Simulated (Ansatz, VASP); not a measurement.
**CsCl3 in VASP and in Ansatz**

Contents of INCAR:

```
SYSTEM = CsCl3
ALGO     = Normal         ! electronic algorithm
EDIFF    = 1E-6           ! SCF threshold, eV
ENCUT    = 520            ! plane-wave cutoff, eV
GGA      = PS             ! functional
ISIF     = 2              ! what is computed and relaxed
ISMEAR   = 0              ! smearing method
LASPH    = .True.         ! aspherical terms in the spheres
LCHARG   = .False.        ! write CHGCAR
LREAL    = .False.        ! projectors in reciprocal space
LWAVE    = .False.        ! write WAVECAR
NBANDS   = 23             ! bands
NELM     = 100            ! most SCF steps
PREC     = Accurate       ! precision mode
SIGMA    = 0.1            ! smearing width, eV
```

Contents of KPOINTS:

```
k-points
0
Gamma
  14 14 14
  0 0 0
```

File POSCAR:

```
CsCl3
1.0
   -2.1636817771      2.1636817771      8.1583822632
    2.1636817771     -2.1636817771      8.1583822632
    2.1636817771      2.1636817771     -8.1583822632
Cs Cl
1 3
Direct
    0.0000000000      0.0000000000      0.0000000000
    0.7500000000      0.2500000000      0.5000000000
    0.2500000000      0.7500000000      0.5000000000
    0.5000000000      0.5000000000      0.0000000000
```

Input for Ansatz:

```yaml
crystal:
  lattice:
    - [-2.1636817771, 2.1636817771, 8.1583822632]
    - [2.1636817771, -2.1636817771, 8.1583822632]
    - [2.1636817771, 2.1636817771, -8.1583822632]
  atoms:
    - { symbol: Cs, position: [0.0, 0.0, 0.0] }
    - { symbol: Cl, position: [0.75, 0.25, 0.5] }
    - { symbol: Cl, position: [0.25, 0.75, 0.5] }
    - { symbol: Cl, position: [0.5, 0.5, 0.0] }
basis:
  ecutwfc: 420
kpoints:
  mp_grid: { grid: [14, 14, 14] }
hamiltonian:
  xc: pbesol
scf:
  occupations: { method: gaussian, width: 0.1 }
output:
  forces: true
  stress: true
  eigenvalues: true
```

Alike in both runs: task single point; functional PBEsol; k mesh 14 × 14 × 14; occupations gaussian, width 0.1 eV; no spin polarisation.

|  | VASP | Ansatz |
| --- | --- | --- |
| version | VASP 6.6.1 | Ansatz 0.2.0 |
| potentials or method | VASP PAW PBE potentials, release 64 (Cs_sv, Cl), cutoff 520 eV | scalar-relativistic, plane waves, PAW |
| valence electrons in the cell | 30 | 30 |

|  | VASP | Ansatz | Ansatz less VASP |
| --- | --- | --- | --- |
| gap on the k mesh at the Fermi level (eV) | none | none | - |
| pressure (GPa) | -0.5 | -0.5 | -0.04 |
| traceless stress, the component that is largest in VASP (GPa) | -0.30 | -0.22 | +0.076 |

VASP's potentials were made for PBE, not for PBEsol. A gap of «none» marks a metal or a gap that the smearing closes.

Spin-orbit coupling is off throughout.
